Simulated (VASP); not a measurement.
# Ag16P in VASP: notebook

Runs on Ag16P. Level: PBE+D3(BJ). Tasks: single point.

Program: VASP 6.6.1. These are calculated values, not measurements. Logs are shortened: lines on timing, memory, paths and dates and some standing lists are left out, and cuts for length are marked.

### 1 The cell of the first run

The cell holds a slab with vacuum, 17 atoms: a = 8.180 Å, b = 5.784 Å, c = 15.338 Å, α = 90.00°, β = 90.00°, γ = 90.00°.

### 2 Single point, PBE+D3(BJ)

Input file INCAR:

```
SYSTEM = Ag16P
PREC     = Accurate       ! precision mode
ENCUT    = 520            ! plane-wave cutoff, eV
EDIFF    = 1E-7           ! SCF threshold, eV
ISMEAR   = 0              ! smearing method
SIGMA    = 0.15           ! smearing width, eV
LREAL    = Auto         
LASPH    = .True.         ! aspherical terms in the spheres
NELM     = 100            ! most SCF steps
ALGO     = Normal         ! electronic algorithm
ISIF     = 2              ! what is computed and relaxed
LWAVE    = .False.        ! write WAVECAR
LCHARG   = .True.         ! write CHGCAR
GGA      = PE             ! functional
IVDW     = 12             ! dispersion correction
LELF     = .True.         ! ELF
LVHAR    = .True.       
NBANDS   = 104            ! bands
```

Input file KPOINTS:

```
Automatic mesh
0
Gamma
  2 3 1
  0 0 0
```

Input file POSCAR:

```
Ag16P
1.0
    8.1800000000      0.0000000000      0.0000000000
    0.0000000000      5.7841330000      0.0000000000
    0.0000000000      0.0000000000     15.3381000000
Ag P
16 1
Direct
    0.2500000000      0.2499999568      0.0651971235
    0.7500000000      0.2499999568      0.0651971235
    0.2500000000      0.7500000432      0.0651971235
    0.7500000000      0.7500000432      0.0651971235
    0.0023485330      0.0000044951      0.1519980310
    0.4976507335      0.0000055324      0.1519977703
    0.0003957213      0.4999999136      0.1518448178
    0.4996037897      0.5000012967      0.1518435139
    0.2499954768      0.2483312538      0.2555463845
    0.7499979218      0.2446421962      0.2515726850
    0.2499955990      0.7517021134      0.2555221964
    0.7499992665      0.7553299691      0.2515702727
   -0.0001426650     -0.0000266246      0.3440247488
    0.5001370416     -0.0000245499      0.3440241621
   -0.0365564792      0.4999748450      0.3510686461
    0.5365444988      0.4999788214      0.3510653210
    0.2499897311      0.5000977675      0.3890645517
```

Potentials or basis: VASP PAW PBE potentials, release 64 (Ag, P).

Command:

```
$ cat potpaw_PBE.64/Ag/POTCAR potpaw_PBE.64/P/POTCAR > POTCAR
$ mpirun -np 1 vasp_std > vasp.out
```

OUTCAR:

```text
SYSTEM = Ag16P
   PREC = Accurate
   ENCUT = 520
   EDIFF = 1E-7
   ISMEAR = 0
   LREAL = Auto
   LASPH = .True.
   NELM = 100
   ISIF = 2
   GGA = PE
   IVDW = 12
 IVDW          = 12

 ion  position               nearest neighbor table
   1  0.250  0.250  0.065-   6 2.82   5 2.82   8 2.83   7 2.83   3 2.89   3 2.89   9 2.92
   2  0.750  0.250  0.065-   8 2.84   7 2.84   6 2.85   5 2.85  10 2.86   4 2.89   4 2.89
   3  0.250  0.750  0.065-   6 2.82   5 2.82   8 2.83   7 2.83   1 2.89   1 2.89  11 2.92
   4  0.750  0.750  0.065-   8 2.84   7 2.84   5 2.85   6 2.85  12 2.86   2 2.89   2 2.89
   5  0.002  0.000  0.152-   1 2.82   3 2.82   2 2.85   4 2.85   7 2.89   7 2.89  10 2.93  12 2.93
                            13 2.95  11 2.95   9 2.95
   6  0.498  0.000  0.152-   1 2.82   3 2.82   2 2.85   4 2.85   8 2.89   8 2.89  10 2.93  12 2.93
                            14 2.95  11 2.95   9 2.95
   7  0.000  0.500  0.152-   1 2.83   3 2.83   2 2.84   4 2.84   5 2.89   5 2.89  12 2.95  10 2.95
                            11 2.97   9 2.97  15 3.07
   8  0.500  0.500  0.152-   3 2.83   1 2.83   4 2.84   2 2.84   6 2.89   6 2.89  12 2.95  10 2.95
                            11 2.97   9 2.97  16 3.07
   9  0.250  0.248  0.256-  17 2.51  13 2.84  14 2.84  11 2.87  11 2.91   1 2.92   5 2.95   6 2.95
                             7 2.97   8 2.97  16 3.12  15 3.12
  10  0.750  0.245  0.252-  15 2.75  16 2.75  12 2.83   2 2.86  14 2.86  13 2.86   6 2.93   5 2.93
                             8 2.95   7 2.95  12 2.95
  11  0.250  0.752  0.256-  17 2.51  13 2.84  14 2.84   9 2.87   9 2.91   3 2.92   5 2.95   6 2.95
                             7 2.97   8 2.97  16 3.12  15 3.12
  12  0.750  0.755  0.252-  15 2.75  16 2.75  10 2.83   4 2.86  13 2.86  14 2.86   5 2.93   6 2.93
                             7 2.95   8 2.95  10 2.95
  13  1.000  1.000  0.344-  11 2.84   9 2.84  12 2.86  10 2.86  15 2.91  15 2.91   5 2.95
  14  0.500  1.000  0.344-  11 2.84   9 2.84  12 2.86  10 2.86  16 2.91  16 2.91   6 2.95
  15  0.963  0.500  0.351-  17 2.42  10 2.75  12 2.75  13 2.91  13 2.91   7 3.07   9 3.12  11 3.12
                            16 3.49
  16  0.537  0.500  0.351-  17 2.42  10 2.75  12 2.75  14 2.91  14 2.91   8 3.07   9 3.12  11 3.12
                            15 3.49
  17  0.250  0.500  0.389-  15 2.42  16 2.42  11 2.51   9 2.51

  LATTYP: Found a simple orthorhombic cell.
 ALAT       =     5.7841330000
 B/A-ratio  =     1.4142136773
 C/A-ratio  =     2.6517543770

  Lattice vectors:

 A1 = (   0.0000000000,  -5.7841330000,   0.0000000000)
 A2 = (   8.1800000000,   0.0000000000,   0.0000000000)
 A3 = (   0.0000000000,   0.0000000000,  15.3381000000)

Analysis of symmetry for initial positions (statically):
=====================================================================
 Subroutine PRICEL returns:
 Original cell was already a primitive cell.

 Routine SETGRP: Setting up the symmetry group for a
 simple orthorhombic supercell.

 Subroutine GETGRP returns: Found  1 space group operations
 (whereof  1 operations were pure point group operations)
 out of a pool of  8 trial point group operations.

The static configuration has the point symmetry C_1 .

Analysis of symmetry for dynamics (positions and initial velocities):
=====================================================================
 Subroutine PRICEL returns:
 Original cell was already a primitive cell.

 Routine SETGRP: Setting up the symmetry group for a
 simple orthorhombic supercell.

 Subroutine GETGRP returns: Found  1 space group operations
 (whereof  1 operations were pure point group operations)
 out of a pool of  8 trial point group operations.

The dynamic configuration has the point symmetry C_1 .

 Subroutine INISYM returns: Found  1 space group operations
 (whereof  1 operations are pure point group operations),
 and found     1 'primitive' translations

----------------------------------------------------------------------------------------

                                     Primitive cell

  volume of cell :     725.7101

  direct lattice vectors                    reciprocal lattice vectors
     8.180000000  0.000000000  0.000000000     0.122249389  0.000000000  0.000000000
     0.000000000  5.784133000  0.000000000     0.000000000  0.172886758  0.000000000
     0.000000000  0.000000000 15.338100000     0.000000000  0.000000000  0.065197124

  length of vectors
     8.180000000  5.784133000 15.338100000     0.122249389  0.172886758  0.065197124

  position of ions in fractional coordinates (direct lattice)
     0.250000000  0.249999957  0.065197123
     0.750000000  0.249999957  0.065197123
     0.250000000  0.750000043  0.065197123
     0.750000000  0.750000043  0.065197123
     0.002348533  0.000004495  0.151998031
     0.497650734  0.000005532  0.151997770
[... 9 lines left out ...]
     0.536544499  0.499978821  0.351065321
     0.249989731  0.500097768  0.389064552

  ion indices of the primitive-cell ions
   primitive index   ion index
                 1           1
                 2           2
                 3           3
                 4           4
                 5           5
                 6           6
[... 9 lines left out ...]
                16          16
                17          17

----------------------------------------------------------------------------------------

 KPOINTS: Automatic mesh

Automatic generation of k-mesh.
 Grid dimensions read from file:
 generate k-points for:    2    3    1

 Generating k-lattice:

  Cartesian coordinates                     Fractional coordinates (reciprocal lattice)
     0.061124694  0.000000000  0.000000000     0.500000000  0.000000000  0.000000000
     0.000000000  0.057628919  0.000000000     0.000000000  0.333333333  0.000000000
     0.000000000  0.000000000  0.065197124     0.000000000  0.000000000  1.000000000

  Length of vectors
     0.061124694  0.057628919  0.065197124

  Shift w.r.t. Gamma in fractional coordinates (k-lattice)
     0.000000000  0.000000000  0.000000000

 Subroutine IBZKPT returns following result:
 ===========================================

 Found      4 irreducible k-points:

 Following reciprocal coordinates:
            Coordinates               Weight
  0.000000  0.000000  0.000000      1.000000
  0.500000  0.000000  0.000000      1.000000
  0.000000  0.333333  0.000000      2.000000
  0.500000  0.333333  0.000000      2.000000
   k-points           NKPTS =      4   k-points in BZ     NKDIM =      4   number of bands    NBANDS=    104
   number of dos      NEDOS =    301   number of ions     NIONS =     17
   total plane-waves  NPLWV = 368640
   dimension x,y,z NGX =    64 NGY =   48 NGZ =  120
   dimension x,y,z NGXF=   128 NGYF=   96 NGZF=  240
   ions per type =              16   1
   NGX,Y,Z   is equivalent  to a cutoff of  13.01, 13.80, 13.01 a.u.
   NGXF,Y,Z  is equivalent  to a cutoff of  26.01, 27.59, 26.01 a.u.
 SYSTEM =  Ag16P
   PREC   = accura    normal or accurate (medium, high low for compatibility)
   ISTART =      0    job   : 0-new  1-cont  2-samecut
   ICHARG =      2    charge: 1-file 2-atom 10-const
   ISPIN  =      1    spin polarized calculation?
   LNONCOLLINEAR =      F non collinear calculations
   LSORBIT =      F    spin-orbit coupling
   LASPH  =      T    aspherical Exc in radial PAW
   ENCUT  =  520.0 eV  38.22 Ry    6.18 a.u.  15.21 10.75 28.52*2*pi/ulx,y,z
   NELM   =    100;   NELMIN=  2; NELMDL= -5     # of ELM steps
   EDIFF  = 0.1E-06   stopping-criterion for ELM
   LREAL  =      T    real-space projection
   EDIFFG = 0.1E-05   stopping-criterion for IOM
   NSW    =      0    number of steps for IOM
   IBRION =     -1    ionic relax: 0-MD 1-quasi-New 2-CG
   NFREE  =      0    steps in history (QN), initial steepest desc. (CG)
   ISIF   =      2    stress and relaxation
   ISYM   =      2    0-nonsym 1-usesym 2-fastsym
   POTIM  = 0.5000    time-step for ionic-motion
   TEBEG  =    0.0;   TEEND  =   0.0 temperature during run
   PSTRESS=    0.0 pullay stress
   NELECT =     181.0000    total number of electrons
   NUPDOWN=      -1.0000    fix difference up-down
   EMIN   =  10.00;   EMAX   =-10.00  energy-range for DOS
   EFERMI =   0.00;   METHOD = LEGACY
   ISMEAR =     0;   SIGMA  =   0.15  broadening in eV -4-tet -1-fermi 0-gaus
   EFERMI_NEDOS =   21; number of points for ismear=-14 and -15
   IALGO  =     38    algorithm
   IMIX   =      4    mixing-type and parameters
     AMIX     =   0.40;   BMIX     =  1.00
     AMIX_MAG =   1.60;   BMIX_MAG =  1.00
  volume/ion in A,a.u.               =      42.69       288.08
  Fermi-wavevector in a.u.,A,eV,Ry     =   1.030497  1.947357 14.448348  1.061924
  Thomas-Fermi vector in A             =   2.164598
   LORBIT       =      0    0 simple, 1 ext, 2 COOP (PROOUT), +10 PAW based schemes
   GGA     = PE    functional components
   LHFCALC =     F    Hartree Fock is set to
   AEXX    =    0.0000 exact exchange contribution
   IVDW    =    12    specifies the selected vdW correction
   LEPSILON=     F    determine dielectric tensor
   LRPA    =     F    only Hartree local field effects (RPA)
 non-spin polarized calculation
 Gauss-broadening in eV      SIGMA  =   0.15
  energy-cutoff  :      520.00
  volume of cell :      725.71
 maximum number of plane-waves:     19590
 NGX is ok and might be reduce to    64
   NGX = 31   NGY = 21   NGZ = 57

 number of electron     180.9999992 magnetization

 Free energy of the ion-electron system (eV)
  ---------------------------------------------------
  ext. energy  EPLUGINS =         0.00000000
  ---------------------------------------------------
  free energy    TOTEN  =       -43.18661983 eV

  energy without entropy =      -43.09860993  energy(sigma->0) =      -43.14261488

 E-fermi :   0.8076     XC(G=0):  -5.9928

 val. band max:        0.7596698891   @ k =   0.0000   0.3333   0.0000
 cond. band min:       0.8344347756   @ k =   0.5000   0.0000   0.0000
 fundamental gap:      0.0747648865
 Fermi energy:         0.8075904035

 k-point     1 :       0.0000    0.0000    0.0000
  band No.  band energies     occupation
      1      -9.7772      2.00000
      2      -5.9904      2.00000
      3      -5.4215      2.00000
      4      -5.3982      2.00000
      5      -5.3509      2.00000
      6      -5.2412      2.00000
[... 409 lines left out ...]
    101       3.8304      0.00000
    102       4.3382      0.00000
 [bands above 102 left out]

------------------------ aborting loop because EDIFF is reached ----------------------------------------

 Edisp (eV)   -6.24426

 E8    (eV) :    -2.8413

  FORCE on cell =-STRESS in cart. coord.  units (eV):
  Direction    XX          YY          ZZ          XY          YZ          ZX
  --------------------------------------------------------------------------------------
  -------------------------------------------------------------------------------------
  Total      -6.04816    -6.36340    -0.45294    -0.00001    -0.00098     0.00041
  in kB     -13.35275   -14.04871    -0.99998    -0.00003    -0.00217     0.00091
  external pressure =       -9.47 kB  Pullay stress =        0.00 kB

 VOLUME and BASIS-vectors are now :
 -----------------------------------------------------------------------------
  energy-cutoff  :      520.00
  volume of cell :      725.71
      direct lattice vectors                 reciprocal lattice vectors
     8.180000000  0.000000000  0.000000000     0.122249389  0.000000000  0.000000000
     0.000000000  5.784133000  0.000000000     0.000000000  0.172886758  0.000000000
     0.000000000  0.000000000 15.338100000     0.000000000  0.000000000  0.065197124

 POSITION                                       TOTAL-FORCE (eV/Angst)
 -----------------------------------------------------------------------------------
      2.04500      1.44603      1.00000        -0.000017      0.177771      0.090442
      6.13500      1.44603      1.00000         0.000003      0.026214     -0.080282
      2.04500      4.33810      1.00000        -0.000018     -0.177699      0.090033
      6.13500      4.33810      1.00000         0.000007     -0.026156     -0.080183
      0.01921      0.00003      2.33136        -0.006587     -0.000069     -0.001857
      4.07078      0.00003      2.33136         0.006524     -0.000078     -0.001818
[... 9 lines left out ...]
      4.38893      2.89194      5.38468         0.042961     -0.000284     -0.020723
      2.04492      2.89263      5.96751         0.000440     -0.000032      0.021786
 -----------------------------------------------------------------------------------
    total drift:                               -0.000009     -0.000046     -0.010853

  FREE ENERGIE OF THE ION-ELECTRON SYSTEM (eV)
  ---------------------------------------------------
  free  energy   TOTEN  =       -49.4308823440 eV

  energy  without entropy=      -49.3428724472  energy(sigma->0) =      -49.38687740
```

Run time: 12 min. Hardware: 1 thread of Intel Xeon Platinum 8259CL at 2.50GHz (Skylake/Cascade Lake), shared host; peak memory 0.81 GiB.

Results:

```
Free energy                : -49.4309 eV
Largest force              : 0.199 eV/Å
Band gap on the k mesh     : zero (an odd number of electrons rules out a gap without spin polarisation)
Dispersion energy per atom : -0.367 eV
```

Forces on the atoms (eV/Å):
```
Ag   0.000  0.178  0.090
Ag   0.000  0.026 -0.080
Ag   0.000 -0.178  0.090
Ag   0.000 -0.026 -0.080
Ag  -0.007  0.000 -0.002
Ag   0.007  0.000 -0.002
Ag  -0.006  0.000 -0.002
Ag   0.006  0.000 -0.002
Ag   0.000 -0.011  0.004
Ag   0.000  0.002  0.007
Ag   0.000  0.012  0.004
Ag   0.000 -0.002  0.007
Ag   0.010  0.000 -0.007
Ag  -0.010  0.000 -0.008
Ag  -0.043  0.000 -0.021
Ag   0.043  0.000 -0.021
P    0.000  0.000  0.022
```

Caveat: the k points lie up to 0.38 Å⁻¹ apart, too coarse for converged energies and pressures of a metal; there is no dipole correction, which matters where the two faces differ.

[end of part 1 of 2]

The gap in the log of VASP goes by the Fermi energy; the results here count the filled bands.